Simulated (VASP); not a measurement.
The system is KC.

```
CELL_PARAMETERS angstrom
0.00000 2.83049 2.83049
2.83049 0.00000 2.83049
2.83049 2.83049 0.00000
ATOMIC_POSITIONS crystal
K 0.00000 0.00000 0.00000
C 0.25000 0.25000 0.25000
```

- Program: VASP 6.6.1
- Task: relaxation of cell and atoms
- Functional: PBE
- Potentials or basis: VASP PAW PBE potentials, release 64 (K_sv, C)
- Cutoff: 600 eV
- k mesh: 6 × 6 × 6
- Occupations: gaussian, width 0.1 eV
- Spin: no spin polarisation

At the start: pressure 12.2 GPa; volume 22.68 Å³/atom.

**Question.** Where does the relaxation end?

**Answer.** Over 4 steps the energy falls by 341.6 meV/atom and the volume is 35.03 Å³/atom (+54.5 %); space group F-43m (No. 216, to 0.05 Å).

Step by step:
```tsv
step	energy change (eV)	largest force (eV/Å)	pressure (GPa)	volume (Å³)
1	0.0000	0.0000	12.16	45.35
2	-0.5547	0.0000	3.65	57.62
3	-0.6701	0.0000	0.95	66.16
4	-0.6831	0.0000	0.15	70.07
```

Final structure:
```xyz
2
Lattice="0.0000 3.2721 3.2721 3.2721 0.0000 3.2721 3.2721 3.2721 0.0000" Properties=species:S:1:pos:R:3 pbc="T T T"
K     0.0000    3.2721    3.2721
C     1.6360    1.6360    1.6360
```

Caveat: the volume moved by over 15 % at a fixed basis, so the end points are rough.
